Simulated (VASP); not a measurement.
# Pb (P6/mmm) in VASP: notebook

The runs below take Pb through single point, relaxation of cell and atoms, with PBE.

Everything below comes from runs of VASP 6.6.1. Logs are shortened: lines on timing, memory, paths and dates and some standing lists are left out, and cuts for length are marked.

## (1) The cell of the first run

Symmetry: P6/mmm, No. 191, hexagonal system. The conventional cell has a = 5.670 Å, b = 5.670 Å, c = 3.443 Å, α = 90.00°, β = 90.00°, γ = 120.00°. Within 4.5 Å of Pb (site symmetry 6/mmm) lie 14 Pb at 3.44 to 3.70 Å. Within 4.3 Å of Pb (site symmetry -6m2) lie 11 Pb at 3.27 to 3.70 Å.

## (2) Single point, PBE

File INCAR:

```
ALGO = Normal ; EDIFF = 1E-7
ENCUT = 520 ; GGA = PE
ISIF = 2 ; ISMEAR = -1
LASPH = True ; LCHARG = False
LREAL = False ; LWAVE = False
NBANDS = 28 ; NELM = 60
PREC = Accurate ; SIGMA = 0.05
```

File KPOINTS:

```
k-points
0
Gamma
  7 7 9
```

File POSCAR:

```
Pb
1.0
    5.6698768875      0.0000000000      0.0000000000
   -2.8349384438      4.9102574209      0.0000000000
    0.0000000000      0.0000000000      3.4431684103
Pb
3
Direct
    0.0000000000      0.0000000000      0.0000000000
    0.3333333333      0.6666666667      0.5000000000
    0.6666666667      0.3333333333      0.5000000000
```

Potentials or basis: VASP PAW PBE potentials, release 64 (Pb_d).

Launch:

```
$ cat potpaw_PBE.64/Pb_d/POTCAR > POTCAR
$ mpirun -np 1 vasp_std > vasp.out
```

OUTCAR:

```text
EDIFF = 1E-7
   ENCUT = 520
   GGA = PE
   ISIF = 2
   ISMEAR = -1
   LASPH = True
   LREAL = False
   NELM = 60
   PREC = Accurate

 ion  position               nearest neighbor table
   1  0.000  0.000  0.000-   2 3.70   3 3.70   2 3.70   3 3.70   3 3.70   3 3.70   2 3.70   2 3.70
                             3 3.70   3 3.70   2 3.70   2 3.70
   2  0.333  0.667  0.500-   3 3.27   3 3.27   3 3.27   1 3.70   1 3.70   1 3.70   1 3.70   1 3.70
                             1 3.70
   3  0.667  0.333  0.500-   2 3.27   2 3.27   2 3.27   1 3.70   1 3.70   1 3.70   1 3.70   1 3.70
                             1 3.70

  LATTYP: Found a hexagonal cell.
 ALAT       =     5.6698768875
 C/A-ratio  =     0.6072739283

  Lattice vectors:

 A1 = (   5.6698768875,   0.0000000000,   0.0000000000)
 A2 = (  -2.8349384438,   4.9102574209,   0.0000000000)
 A3 = (   0.0000000000,   0.0000000000,   3.4431684103)

Analysis of symmetry for initial positions (statically):
=====================================================================
 Subroutine PRICEL returns:
 Original cell was already a primitive cell.

 Routine SETGRP: Setting up the symmetry group for a
 hexagonal supercell.

 Subroutine GETGRP returns: Found 24 space group operations
 (whereof 24 operations were pure point group operations)
 out of a pool of 24 trial point group operations.

The static configuration has the point symmetry D_6h.

Analysis of symmetry for dynamics (positions and initial velocities):
=====================================================================
 Subroutine PRICEL returns:
 Original cell was already a primitive cell.

 Routine SETGRP: Setting up the symmetry group for a
 hexagonal supercell.

 Subroutine GETGRP returns: Found 24 space group operations
 (whereof 24 operations were pure point group operations)
 out of a pool of 24 trial point group operations.

The dynamic configuration has the point symmetry D_6h.

 Subroutine INISYM returns: Found 24 space group operations
 (whereof 24 operations are pure point group operations),
 and found     1 'primitive' translations

----------------------------------------------------------------------------------------

                                     Primitive cell

  volume of cell :      95.8597

  direct lattice vectors                    reciprocal lattice vectors
     5.669876888  0.000000000  0.000000000     0.176370673  0.101827655  0.000000000
    -2.834938444  4.910257421  0.000000000     0.000000000  0.203655311  0.000000000
     0.000000000  0.000000000  3.443168410     0.000000000  0.000000000  0.290430174

  length of vectors
     5.669876888  5.669876888  3.443168410     0.203655311  0.203655311  0.290430174

  position of ions in fractional coordinates (direct lattice)
     0.000000000  0.000000000  0.000000000
     0.333333333  0.666666667  0.500000000
     0.666666667  0.333333333  0.500000000

  ion indices of the primitive-cell ions
   primitive index   ion index
                 1           1
                 2           2
                 3           3

----------------------------------------------------------------------------------------

 KPOINTS: k-points

Automatic generation of k-mesh.
 Grid dimensions read from file:
 generate k-points for:    7    7    9

 Generating k-lattice:

  Cartesian coordinates                     Fractional coordinates (reciprocal lattice)
     0.025195810  0.014546808  0.000000000     0.142857143 -0.000000000  0.000000000
     0.000000000  0.029093616  0.000000000     0.000000000  0.142857143  0.000000000
     0.000000000  0.000000000  0.032270019     0.000000000  0.000000000  0.111111111

  Length of vectors
     0.029093616  0.029093616  0.032270019

  Shift w.r.t. Gamma in fractional coordinates (k-lattice)
     0.000000000  0.000000000  0.000000000

 Subroutine IBZKPT returns following result:
 ===========================================

 Found     40 irreducible k-points:

 Following reciprocal coordinates:
            Coordinates               Weight
  0.000000  0.000000  0.000000      1.000000
  0.142857  0.000000  0.000000      6.000000
  0.285714  0.000000  0.000000      6.000000
  0.428571  0.000000  0.000000      6.000000
  0.142857  0.142857  0.000000      6.000000
  0.285714  0.142857  0.000000     12.000000
[... 16 lines left out ...]
  0.428571  0.142857  0.222222     12.000000
  0.285714  0.285714  0.222222     12.000000
 [... further k-points ...]
   k-points           NKPTS =     40   k-points in BZ     NKDIM =     40   number of bands    NBANDS=     28
   number of dos      NEDOS =    301   number of ions     NIONS =      3
   total plane-waves  NPLWV =  49392
   dimension x,y,z NGX =    42 NGY =   42 NGZ =   28
   dimension x,y,z NGXF=    84 NGYF=   84 NGZF=   56
   ions per type =               3
   NGX,Y,Z   is equivalent  to a cutoff of  12.31, 12.31, 13.52 a.u.
   NGXF,Y,Z  is equivalent  to a cutoff of  24.63, 24.63, 27.04 a.u.
 SYSTEM =  unknown system
   PREC   = accura    normal or accurate (medium, high low for compatibility)
   ISTART =      0    job   : 0-new  1-cont  2-samecut
   ICHARG =      2    charge: 1-file 2-atom 10-const
   ISPIN  =      1    spin polarized calculation?
   LNONCOLLINEAR =      F non collinear calculations
   LSORBIT =      F    spin-orbit coupling
   LASPH  =      T    aspherical Exc in radial PAW
   ENCUT  =  520.0 eV  38.22 Ry    6.18 a.u.  10.54 10.54  6.40*2*pi/ulx,y,z
   NELM   =     60;   NELMIN=  2; NELMDL= -5     # of ELM steps
   EDIFF  = 0.1E-06   stopping-criterion for ELM
   LREAL  =      F    real-space projection
   EDIFFG = 0.1E-05   stopping-criterion for IOM
   NSW    =      0    number of steps for IOM
   IBRION =     -1    ionic relax: 0-MD 1-quasi-New 2-CG
   NFREE  =      0    steps in history (QN), initial steepest desc. (CG)
   ISIF   =      2    stress and relaxation
   ISYM   =      2    0-nonsym 1-usesym 2-fastsym
   POTIM  = 0.5000    time-step for ionic-motion
   TEBEG  =    0.0;   TEEND  =   0.0 temperature during run
   PSTRESS=    0.0 pullay stress
   NELECT =      42.0000    total number of electrons
   NUPDOWN=      -1.0000    fix difference up-down
   EMIN   =  10.00;   EMAX   =-10.00  energy-range for DOS
   EFERMI =   0.00;   METHOD = LEGACY
   ISMEAR =    -1;   SIGMA  =   0.05  broadening in eV -4-tet -1-fermi 0-gaus
   EFERMI_NEDOS =   21; number of points for ismear=-14 and -15
   IALGO  =     38    algorithm
   IMIX   =      4    mixing-type and parameters
     AMIX     =   0.40;   BMIX     =  1.00
     AMIX_MAG =   1.60;   BMIX_MAG =  1.00
  volume/ion in A,a.u.               =      31.95       215.63
  Fermi-wavevector in a.u.,A,eV,Ry     =   1.243405  2.349694 21.035362  1.546056
  Thomas-Fermi vector in A             =   2.377717
   LORBIT       =      0    0 simple, 1 ext, 2 COOP (PROOUT), +10 PAW based schemes
   GGA     = PE    functional components
   LHFCALC =     F    Hartree Fock is set to
   AEXX    =    0.0000 exact exchange contribution
   IVDW    =     0    specifies the selected vdW correction
   LEPSILON=     F    determine dielectric tensor
   LRPA    =     F    only Hartree local field effects (RPA)
 non-spin polarized calculation
  energy-cutoff  :      520.00
  volume of cell :       95.86
 maximum number of plane-waves:      2617
 NGX is ok and might be reduce to    42

 number of electron      41.9999988 magnetization

 Free energy of the ion-electron system (eV)
  ---------------------------------------------------
  ext. energy  EPLUGINS =         0.00000000
  ---------------------------------------------------
  free energy    TOTEN  =       -10.51933704 eV

  energy without entropy =      -10.50373193  energy(sigma->0) =      -10.51153449

 E-fermi :   6.6436     XC(G=0):  -9.9302

 val. band max:        6.6360558138   @ k =   0.4286   0.1429   0.1111
 cond. band min:       6.6563901230   @ k =   0.1429   0.1429   0.4444
 fundamental gap:      0.0203343092
 Fermi energy:         6.6436284458

 k-point     1 :       0.0000    0.0000    0.0000
  band No.  band energies     occupation
      1     -10.5585      2.00000
      2     -10.4200      2.00000
      3     -10.4024      2.00000
      4     -10.4024      2.00000
      5     -10.3465      2.00000
      6     -10.3465      2.00000
[... 20 lines left out ...]
     27      13.9503      0.00000
     28      14.0693      0.00000

 k-point     2 :       0.1429    0.0000    0.0000
  band No.  band energies     occupation
      1     -10.5555      2.00000
      2     -10.4208      2.00000
      3     -10.4050      2.00000
      4     -10.4032      2.00000
      5     -10.3493      2.00000
      6     -10.3466      2.00000
[... 20 lines left out ...]
     27      13.6494      0.00000
     28      13.8051      0.00000

 k-point     3 :       0.2857    0.0000    0.0000
  band No.  band energies     occupation
      1     -10.5489      2.00000
      2     -10.4321      2.00000
      3     -10.4105      2.00000
      4     -10.4032      2.00000
      5     -10.3554      2.00000
      6     -10.3467      2.00000
[... 20 lines left out ...]
     27      13.4004      0.00000
     28      13.7832      0.00000

 k-point     4 :       0.4286    0.0000    0.0000
  band No.  band energies     occupation
      1     -10.5439      2.00000
      2     -10.4504      2.00000
      3     -10.4144      2.00000
      4     -10.4008      2.00000
      5     -10.3613      2.00000
      6     -10.3599      2.00000
[... 20 lines left out ...]
     27      13.1516      0.00000
     28      14.0885      0.00000

 k-point     5 :       0.1429    0.1429    0.0000
  band No.  band energies     occupation
      1     -10.5507      2.00000
      2     -10.4259      2.00000
      3     -10.4116      2.00000
      4     -10.4022      2.00000
      5     -10.3521      2.00000
      6     -10.3466      2.00000
[... 20 lines left out ...]
     27      13.3265      0.00000
     28      13.6867      0.00000

 k-point     6 :       0.2857    0.1429    0.0000
  band No.  band energies     occupation
      1     -10.5452      2.00000
      2     -10.4397      2.00000
      3     -10.4241      2.00000
      4     -10.3947      2.00000
      5     -10.3599      2.00000
      6     -10.3551      2.00000
[... 463 lines left out ...]
      5     -10.3971      2.00000
      6     -10.3013      2.00000
[... 20 lines left out ...]
     27      12.1186      0.00000
     28      13.9413      0.00000

 k-point    22 :       0.2857    0.1429    0.2222
  band No.  band energies     occupation
      1     -10.4330      2.00000
      2     -10.4292      2.00000
      3     -10.4238      2.00000
      4     -10.4060      2.00000
      5     -10.3941      2.00000
      6     -10.3321      2.00000
[... 20 lines left out ...]
     27      11.7618      0.00000
     28      13.9632      0.00000

 k-point    23 :       0.4286    0.1429    0.2222
  band No.  band energies     occupation
      1     -10.4292      2.00000
      2     -10.4254      2.00000
      3     -10.4176      2.00000
      4     -10.4158      2.00000
      5     -10.3939      2.00000
      6     -10.3477      2.00000
[... 20 lines left out ...]
     27      11.4352      0.00000
     28      13.6906      0.00000

 k-point    24 :       0.2857    0.2857    0.2222
  band No.  band energies     occupation
      1     -10.4297      2.00000
      2     -10.4229      2.00000
      3     -10.4201      2.00000
      4     -10.4001      2.00000
      5     -10.3949      2.00000
      6     -10.3685      2.00000
[... 20 lines left out ...]
     27      12.0438      0.00000
     28      14.6056      0.00000

 [... further k-points ...]
[... 5 lines left out ...]
  --------------------------------------------------------------------------------------
  -------------------------------------------------------------------------------------
  Total        0.1187181      0.1187181      0.1153767     -0.0000000     -0.0000000      0.0000000
  in kB        1.9842263      1.9842263      1.9283802     -0.0000000     -0.0000000      0.0000000
  external PRESSURE =       1.9656110 kB  Pullay stress =       0.0000000 kB

 VOLUME and BASIS-vectors are now :
 -----------------------------------------------------------------------------
  energy-cutoff  :      520.00
  volume of cell :       95.86
      direct lattice vectors                 reciprocal lattice vectors
     5.669876888  0.000000000  0.000000000     0.176370673  0.101827655  0.000000000
    -2.834938444  4.910257421  0.000000000     0.000000000  0.203655311  0.000000000
     0.000000000  0.000000000  3.443168410     0.000000000  0.000000000  0.290430174

 POSITION                                       TOTAL-FORCE (eV/Angst)
 -----------------------------------------------------------------------------------
      0.00000      0.00000      0.00000        -0.000000     -0.000000      0.000000
     -0.00000      3.27350      1.72158        -0.000000     -0.000000      0.000000
      2.83494      1.63675      1.72158         0.000000      0.000000     -0.000000
 -----------------------------------------------------------------------------------
    total drift:                                0.000000      0.000000     -0.000000

  FREE ENERGIE OF THE ION-ELECTRON SYSTEM (eV)
  ---------------------------------------------------
  free  energy   TOTEN  =       -10.5193370442 eV

  energy  without entropy=      -10.5037319280  energy(sigma->0) =      -10.51153449
```

It took 99 s on 1 thread of Intel Xeon Platinum 8488C (Sapphire Rapids), shared host; peak memory 0.25 GiB.

What came out:

| Item | Value |
| --- | --- |
| Free energy | -10.5193 eV |
| Pressure | 0.2 GPa |
| Band gap on the k mesh | zero (band 21 reaches 8.59 eV, above the bottom of band 22 at 4.80 eV) |

Caveat: spin-orbit coupling is left out, which moves the levels of the heavy elements.

## (3) Relaxation of cell and atoms, PBE, target pressure 0.25 GPa, at which the enthalpy is minimised

This run uses another cell than the first one: it holds 1 atom, not 3.

File INCAR:

```
ALGO = Normal
EDIFF = 1E-6
EDIFFG = -0.005
ENCUT = 600
GGA = PE
IBRION = 2
ISIF = 3
ISMEAR = -1
LASPH = True
LCHARG = False
LREAL = False
LWAVE = False
NELM = 60
NSW = 32
PREC = Accurate
PSTRESS = 2.5
SIGMA = 0.05
```

File KPOINTS:

```
k-points
0
Gamma
  13 13 12
```

File POSCAR:

```
Pb
1.0
    3.4079923226      0.0000000000      0.0000000000
   -1.7039961613      2.9514079273      0.0000000000
    0.0000000000      0.0000000000      3.2651043491
Pb
1
Direct
    0.0000000000      0.0000000000      0.0000000000
```

Potentials or basis: VASP PAW PBE potentials, release 64 (Pb_d).

Launch:

```
$ cat potpaw_PBE.64/Pb_d/POTCAR > POTCAR
$ mpirun -np 1 vasp_std > vasp.out
```

Wall time 29 s (1 thread of Intel Xeon 6975P-C, shared host); peak memory 0.21 GiB.

The run converged. Its results:

```
Free energy             : -3.4622 eV
Pressure after relaxing : 0.2 GPa
Band gap on the k mesh  : zero (band 7 reaches 10.91 eV, above the bottom of band 8 at 4.76 eV)
```

Final structure:
```
Pb
1.0
     3.40799    0.00000    0.00000
    -1.70400    2.95141    0.00000
     0.00000    0.00000    3.26510
Pb
1
Direct
  0.00000 0.00000 0.00000
```

Levels at points of the mesh, in eV from the Fermi level:
| k point | band 5 | band 6 | band 7 | band 8 | band 9 | band 10 |
| --- | --- | --- | --- | --- | --- | --- |
| (0.00, 0.00, 0.00) | -16.62 | -11.23 | 4.59 | 6.60 | 6.60 | 8.19 |
| (0.00, 0.00, 0.50) | -16.76 | -8.96 | -3.98 | 8.93 | 8.93 | 11.67 |

Caveat: the relaxation stopped at its first step, so nothing moved; the cell is relaxed towards a set pressure, so the enthalpy falls and the energy may rise; spin-orbit coupling is left out, which moves the levels of the heavy elements.

[end of part 1 of 2]
